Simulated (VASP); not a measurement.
Write the native input for VASP 6.6.1 that does the following.

- Task: single point
- Functional: PBE
- Potentials or basis: VASP PAW PBE potentials, release 64 (Al)
- Cutoff: 400 eV
- k mesh: 4 × 4 × 4
- Occupations: gaussian, width 0.05 eV
- Spin: no spin polarisation
- Dipole correction: no
- Further INCAR settings: ALGO = Normal; EDIFF = 1e-06; NBANDS = 12

The structure of Al (a cell with a defect) lies in POSCAR:

```
Al
1.0
    4.0500000000      0.0000000000      0.0000000000
    0.0000000000      4.0500000000      0.0000000000
    0.0000000000      0.0000000000      4.0500000000
Al
3
Direct
    0.5000000000      0.5000000000      0.0000000000
    0.5000000000      0.0000000000      0.5000000000
    0.0000000000      0.5000000000      0.5000000000
```

The input as run:

INCAR

```
  ALGO = Normal
  EDIFF = 1E-6
  ENCUT = 400
  GGA = PE
  GGA_COMPAT = F
  ISIF = 2
  ISMEAR = 0
  LASPH = T
  LCHARG = F
  LREAL = F
  LWAVE = F
  NBANDS = 12
  NELM = 120
  PREC = Accurate
  SIGMA = 0.05
```

KPOINTS

```
k-points
0
Gamma
  4 4 4
```

Potentials or basis: VASP PAW PBE potentials, release 64 (Al).

Launch:

```console
$ cat potpaw_PBE.64/Al/POTCAR > POTCAR
$ mpirun -np 1 vasp_std > vasp.out
```

Results of the run:

| Quantity | Value |
| --- | --- |
| Pressure | -5.6 GPa |

Caveat: the k points lie up to 0.39 Å⁻¹ apart.

Run time: 6.6 s on 1 thread of Intel(R) Xeon(R) Platinum 8375C CPU @ 2.90GHz (Ice Lake), with other jobs on the host, peak memory 0.14 GiB.
